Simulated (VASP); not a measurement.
Be3CdF, 5 atoms in the cell. The structure is tetragonal, space group P4/mmm (No. 123). The conventional cell has a = 2.881 Å, b = 2.881 Å, c = 7.061 Å, α = 90.00°, β = 90.00°, γ = 90.00°. Be (site symmetry 4mm) has 1 F at 1.20 Å within 1.6 Å. Be (site symmetry 4/mmm) has 12 Be at 2.88 to 3.10 Å and 2 Cd at 3.53 Å within 3.8 Å. Within 2.7 Å of Cd (site symmetry 4/mmm) lie 4 F at 2.04 Å and 8 Be at 2.36 Å. F (site symmetry 4/mmm) has 2 Be at 1.20 Å within 1.6 Å. The cell was generated, and may not be a known phase.

| Item | Value |
| --- | --- |
| Program | VASP 6.6.1 |
| Task | single point |
| Functional | PBE |
| Potentials or basis | VASP PAW PBE potentials, release 64 (Be, Cd, F) |
| Cutoff | 520 eV |
| k mesh | 6 × 6 × 4 |
| Occupations | gaussian, width 0.1 eV |
| Spin | no spin polarisation |
| Dipole correction | no |
| Further INCAR settings | ALGO = Normal; EDIFF = 1e-06; NBANDS = 20 |

Potentials or basis: VASP PAW PBE potentials, release 64 (Be, Cd, F).

Command:

```console
$ cat potpaw_PBE.64/Be/POTCAR potpaw_PBE.64/Cd/POTCAR potpaw_PBE.64/F/POTCAR > POTCAR
$ mpirun -np 1 vasp_std > vasp.out
```

Hardware: 1 thread of Intel(R) Xeon(R) Platinum 8488C (Sapphire Rapids) (shared host).

**Question.** Estimate the wall time of this run.

**Answer.** It took 19 s on 1 thread of Intel(R) Xeon(R) Platinum 8488C (Sapphire Rapids), with other jobs on the host, peak memory 0.2 GiB. Counts: scf iterations 13, k points 30.
